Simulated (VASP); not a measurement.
# Sn (Fd-3m) in VASP: further runs

Runs on Sn. Level: PBEsol. Tasks: single point.

Program: VASP 6.6.1. These are calculated values, not measurements. Logs are shortened: lines on timing, memory, paths and dates and some standing lists are left out, and cuts for length are marked.

## (1) The cell of the first run

Symmetry: Fd-3m, No. 227, cubic system. The conventional cell has a = 4.820 Å, b = 4.820 Å, c = 4.820 Å, α = 90.00°, β = 90.00°, γ = 90.00°. Sn (site symmetry -43m) has 4 Sn at 2.09 Å within 2.8 Å.

This isn't the form of Sn at room conditions, which is tetragonal (white tin).

## (2) Single point, PBEsol (14.00 Å³/atom)

Contents of INCAR:

```
ALGO = Normal
EDIFF = 1E-6
ENCUT = 520
GGA = PS
ISIF = 2
ISMEAR = -1
LASPH = True
LCHARG = False
LREAL = False
LWAVE = False
NBANDS = 21
NELM = 100
PREC = Accurate
SIGMA = 0.1
```

Contents of KPOINTS:

```
k-points
0
Gamma
  10 10 10
```

Contents of POSCAR:

```
Sn
1.0
    0.0000000000      2.4101422642      2.4101422642
    2.4101422642      0.0000000000      2.4101422642
    2.4101422642      2.4101422642      0.0000000000
Sn
2
Direct
   -0.1250000000     -0.1250000000     -0.1250000000
    0.1250000000      0.1250000000      0.1250000000
```

Potentials or basis: VASP PAW PBE potentials, release 64 (Sn_d).

Command:

```
$ cat potpaw_PBE.64/Sn_d/POTCAR > POTCAR
$ mpirun -np 1 vasp_std > vasp.out
```

OUTCAR:

```text
EDIFF = 1E-6
   ENCUT = 520
   GGA = PS
   ISIF = 2
   ISMEAR = -1
   LASPH = True
   LREAL = False
   NELM = 100
   PREC = Accurate

 ion  position               nearest neighbor table
   1  0.875  0.875  0.875-   2 2.09   2 2.09   2 2.09   2 2.09
   2  0.125  0.125  0.125-   1 2.09   1 2.09   1 2.09   1 2.09

  LATTYP: Found a face centered cubic cell.
 ALAT       =     4.8202845284

  Lattice vectors:

 A1 = (   0.0000000000,   2.4101422642,   2.4101422642)
 A2 = (   2.4101422642,   0.0000000000,   2.4101422642)
 A3 = (   2.4101422642,   2.4101422642,   0.0000000000)

Analysis of symmetry for initial positions (statically):
=====================================================================
 Subroutine PRICEL returns:
 Original cell was already a primitive cell.

 Routine SETGRP: Setting up the symmetry group for a
 face centered cubic supercell.

 Subroutine GETGRP returns: Found 48 space group operations
 (whereof 12 operations were pure point group operations)
 out of a pool of 48 trial point group operations.

The static configuration has the point symmetry D_3d.
 The point group associated with its full space group is O_h .

Analysis of symmetry for dynamics (positions and initial velocities):
=====================================================================
 Subroutine PRICEL returns:
 Original cell was already a primitive cell.

 Routine SETGRP: Setting up the symmetry group for a
 face centered cubic supercell.

 Subroutine GETGRP returns: Found 48 space group operations
 (whereof 12 operations were pure point group operations)
 out of a pool of 48 trial point group operations.

The dynamic configuration has the point symmetry D_3d.
 The point group associated with its full space group is O_h .

 Subroutine INISYM returns: Found 48 space group operations
 (whereof 12 operations are pure point group operations),
 and found     1 'primitive' translations

----------------------------------------------------------------------------------------

                                     Primitive cell

  volume of cell :      28.0000

  direct lattice vectors                    reciprocal lattice vectors
     0.000000000  2.410142264  2.410142264    -0.207456633  0.207456633  0.207456633
     2.410142264  0.000000000  2.410142264     0.207456633 -0.207456633  0.207456633
     2.410142264  2.410142264  0.000000000     0.207456633  0.207456633 -0.207456633

  length of vectors
     3.408455877  3.408455877  3.408455877     0.359325429  0.359325429  0.359325429

  position of ions in fractional coordinates (direct lattice)
     0.875000000  0.875000000  0.875000000
     0.125000000  0.125000000  0.125000000

  ion indices of the primitive-cell ions
   primitive index   ion index
                 1           1
                 2           2

----------------------------------------------------------------------------------------

 KPOINTS: k-points

Automatic generation of k-mesh.
 Grid dimensions read from file:
 generate k-points for:   10   10   10

 Generating k-lattice:

  Cartesian coordinates                     Fractional coordinates (reciprocal lattice)
    -0.020745663  0.020745663  0.020745663     0.100000000  0.000000000  0.000000000
     0.020745663 -0.020745663  0.020745663     0.000000000  0.100000000  0.000000000
     0.020745663  0.020745663 -0.020745663     0.000000000  0.000000000  0.100000000

  Length of vectors
     0.035932543  0.035932543  0.035932543

  Shift w.r.t. Gamma in fractional coordinates (k-lattice)
     0.000000000  0.000000000  0.000000000

 Subroutine IBZKPT returns following result:
 ===========================================

 Found     47 irreducible k-points:

 Following reciprocal coordinates:
            Coordinates               Weight
  0.000000  0.000000  0.000000      1.000000
  0.100000  0.000000  0.000000      8.000000
  0.200000  0.000000  0.000000      8.000000
  0.300000  0.000000  0.000000      8.000000
  0.400000  0.000000  0.000000      8.000000
  0.500000  0.000000  0.000000      4.000000
[... 16 lines left out ...]
  0.300000  0.300000  0.000000      6.000000
  0.400000  0.300000  0.000000     24.000000
 [... further k-points ...]
   k-points           NKPTS =     47   k-points in BZ     NKDIM =     47   number of bands    NBANDS=     21
   number of dos      NEDOS =    301   number of ions     NIONS =      2
   total plane-waves  NPLWV =  21952
   dimension x,y,z NGX =    28 NGY =   28 NGZ =   28
   dimension x,y,z NGXF=    56 NGYF=   56 NGZF=   56
   ions per type =               2
   NGX,Y,Z   is equivalent  to a cutoff of  13.66, 13.66, 13.66 a.u.
   NGXF,Y,Z  is equivalent  to a cutoff of  27.31, 27.31, 27.31 a.u.
 SYSTEM =  unknown system
   PREC   = accura    normal or accurate (medium, high low for compatibility)
   ISTART =      0    job   : 0-new  1-cont  2-samecut
   ICHARG =      2    charge: 1-file 2-atom 10-const
   ISPIN  =      1    spin polarized calculation?
   LNONCOLLINEAR =      F non collinear calculations
   LSORBIT =      F    spin-orbit coupling
   LASPH  =      T    aspherical Exc in radial PAW
   ENCUT  =  520.0 eV  38.22 Ry    6.18 a.u.   6.34  6.34  6.34*2*pi/ulx,y,z
   NELM   =    100;   NELMIN=  2; NELMDL= -5     # of ELM steps
   EDIFF  = 0.1E-05   stopping-criterion for ELM
   LREAL  =      F    real-space projection
   EDIFFG = 0.1E-04   stopping-criterion for IOM
   NSW    =      0    number of steps for IOM
   IBRION =     -1    ionic relax: 0-MD 1-quasi-New 2-CG
   NFREE  =      0    steps in history (QN), initial steepest desc. (CG)
   ISIF   =      2    stress and relaxation
   ISYM   =      2    0-nonsym 1-usesym 2-fastsym
   POTIM  = 0.5000    time-step for ionic-motion
   TEBEG  =    0.0;   TEEND  =   0.0 temperature during run
   PSTRESS=    0.0 pullay stress
   NELECT =      28.0000    total number of electrons
   NUPDOWN=      -1.0000    fix difference up-down
   EMIN   =  10.00;   EMAX   =-10.00  energy-range for DOS
   EFERMI =   0.00;   METHOD = LEGACY
   ISMEAR =    -1;   SIGMA  =   0.10  broadening in eV -4-tet -1-fermi 0-gaus
   EFERMI_NEDOS =   21; number of points for ismear=-14 and -15
   IALGO  =     38    algorithm
   IMIX   =      4    mixing-type and parameters
     AMIX     =   0.40;   BMIX     =  1.00
     AMIX_MAG =   1.60;   BMIX_MAG =  1.00
  volume/ion in A,a.u.               =      14.00        94.48
  Fermi-wavevector in a.u.,A,eV,Ry     =   1.637099  3.093668 36.464862  2.680092
  Thomas-Fermi vector in A             =   2.728295
   LORBIT       =      0    0 simple, 1 ext, 2 COOP (PROOUT), +10 PAW based schemes
   GGA     = PS    functional components
   LHFCALC =     F    Hartree Fock is set to
   AEXX    =    0.0000 exact exchange contribution
   IVDW    =     0    specifies the selected vdW correction
   LEPSILON=     F    determine dielectric tensor
   LRPA    =     F    only Hartree local field effects (RPA)
 non-spin polarized calculation
  energy-cutoff  :      520.00
  volume of cell :       28.00
 maximum number of plane-waves:       769
 NGX is ok and might be reduce to    28
   NGX = 13   NGY = 13   NGZ = 13

 number of electron      27.9999998 magnetization

 Free energy of the ion-electron system (eV)
  ---------------------------------------------------
  ext. energy  EPLUGINS =         0.00000000
  ---------------------------------------------------
  free energy    TOTEN  =         9.72992742 eV

  energy without entropy =        9.74506811  energy(sigma->0) =        9.73749777

 E-fermi :  20.4931     XC(G=0): -13.7468

 val. band max:       20.4259760172   @ k =   0.3000   0.3000   0.0000
 cond. band min:      20.5059171204   @ k =  -0.4000   0.4000   0.0000
 fundamental gap:      0.0799411031
 Fermi energy:        20.4931007113

 k-point     1 :       0.0000    0.0000    0.0000
  band No.  band energies     occupation
      1      -6.3000      2.00000
      2      -6.3000      2.00000
      3      -6.3000      2.00000
      4      -6.1361      2.00000
      5      -6.1361      2.00000
      6      -3.7521      2.00000
[... 13 lines left out ...]
     20      27.8746      0.00000
     21      27.8746      0.00000

 k-point     2 :       0.1000    0.0000    0.0000
  band No.  band energies     occupation
      1      -6.4089      2.00000
      2      -6.4089      2.00000
      3      -6.2937      2.00000
      4      -5.9953      2.00000
      5      -5.9953      2.00000
      6      -3.7974      2.00000
[... 13 lines left out ...]
     20      27.5280      0.00000
     21      27.5280      0.00000

 k-point     3 :       0.2000    0.0000    0.0000
  band No.  band energies     occupation
      1      -6.5131      2.00000
      2      -6.5131      2.00000
      3      -6.2794      2.00000
      4      -5.8191      2.00000
      5      -5.8191      2.00000
      6      -3.9139      2.00000
[... 13 lines left out ...]
     20      27.5339      0.00000
     21      28.4455      0.00000

 k-point     4 :       0.3000    0.0000    0.0000
  band No.  band energies     occupation
      1      -6.5548      2.00000
      2      -6.5548      2.00000
      3      -6.2655      2.00000
      4      -5.7165      2.00000
      5      -5.7165      2.00000
      6      -4.0544      2.00000
[... 13 lines left out ...]
     20      28.8646      0.00000
     21      30.4638      0.00000

 k-point     5 :       0.4000    0.0000    0.0000
  band No.  band energies     occupation
      1      -6.5514      2.00000
      2      -6.5514      2.00000
      3      -6.2570      2.00000
      4      -5.6979      2.00000
      5      -5.6979      2.00000
      6      -4.1657      2.00000
[... 13 lines left out ...]
     20      30.4554      0.00000
     21      32.8810      0.00000
[... 382 lines left out ...]
     20      30.7710      0.00000
     21      32.3661      0.00000

 k-point    22 :      -0.2000    0.2000    0.0000
  band No.  band energies     occupation
      1      -6.6976      2.00000
      2      -6.6148      2.00000
      3      -6.1052      2.00000
      4      -5.7759      2.00000
      5      -5.3802      2.00000
      6      -4.2509      2.00000
[... 13 lines left out ...]
     20      30.4765      0.00000
     21      33.4621      0.00000

 k-point    23 :       0.3000    0.3000    0.0000
  band No.  band energies     occupation
      1      -6.6058      2.00000
      2      -6.5079      2.00000
      3      -6.5079      2.00000
      4      -5.5217      2.00000
      5      -5.1387      2.00000
      6      -4.9797      2.00000
[... 13 lines left out ...]
     20      31.9932      0.00000
     21      33.1786      0.00000

 k-point    24 :       0.4000    0.3000    0.0000
  band No.  band energies     occupation
      1      -6.7024      2.00000
      2      -6.5542      2.00000
      3      -6.3813      2.00000
      4      -5.3408      2.00000
      5      -5.3320      2.00000
      6      -4.7856      2.00000
[... 13 lines left out ...]
     20      33.0805      0.00000
     21      34.8371      0.00000

 [... further k-points ...]

------------------------ aborting loop because EDIFF is reached ----------------------------------------

  FORCE on cell =-STRESS in cart. coord.  units (eV):
  Direction    XX          YY          ZZ          XY          YZ          ZX
  --------------------------------------------------------------------------------------
  -------------------------------------------------------------------------------------
  Total       57.0825852     57.0825852     57.0825852     -0.0000000      0.0000000      0.0000000
  in kB     3266.3008543   3266.3008543   3266.3008543     -0.0000000      0.0000000      0.0000000
  external PRESSURE =    3266.3008543 kB  Pullay stress =       0.0000000 kB

 VOLUME and BASIS-vectors are now :
 -----------------------------------------------------------------------------
  energy-cutoff  :      520.00
  volume of cell :       28.00
      direct lattice vectors                 reciprocal lattice vectors
     0.000000000  2.410142264  2.410142264    -0.207456633  0.207456633  0.207456633
     2.410142264  0.000000000  2.410142264     0.207456633 -0.207456633  0.207456633
     2.410142264  2.410142264  0.000000000     0.207456633  0.207456633 -0.207456633

 POSITION                                       TOTAL-FORCE (eV/Angst)
 -----------------------------------------------------------------------------------
      4.21775      4.21775      4.21775         0.000000      0.000000      0.000000
      0.60254      0.60254      0.60254        -0.000000     -0.000000     -0.000000
 -----------------------------------------------------------------------------------
    total drift:                                0.000000     -0.000000     -0.000000

  FREE ENERGIE OF THE ION-ELECTRON SYSTEM (eV)
  ---------------------------------------------------
  free  energy   TOTEN  =         9.7299274205 eV

  energy  without entropy=        9.7450681105  energy(sigma->0) =        9.73749777
```

Wall time 48 s (1 thread of Intel Xeon 8259CL, shared host); peak memory 0.17 GiB.

Results:

| Property | Result |
| --- | --- |
| Free energy | 9.7299 eV |
| Pressure | 326.6 GPa |
| Band gap on the k mesh | zero (bands 14 and 15 overlap by 2.26 eV) |

Caveat: the cell stands under pressure; the PAW data sets were made with another functional, which shifts forces and pressure a little; spin-orbit coupling is left out, which moves the levels of the heavy elements.

(Continued in part 2 of 2.)

The gap in the log of VASP goes by the Fermi energy; the results here count the filled bands.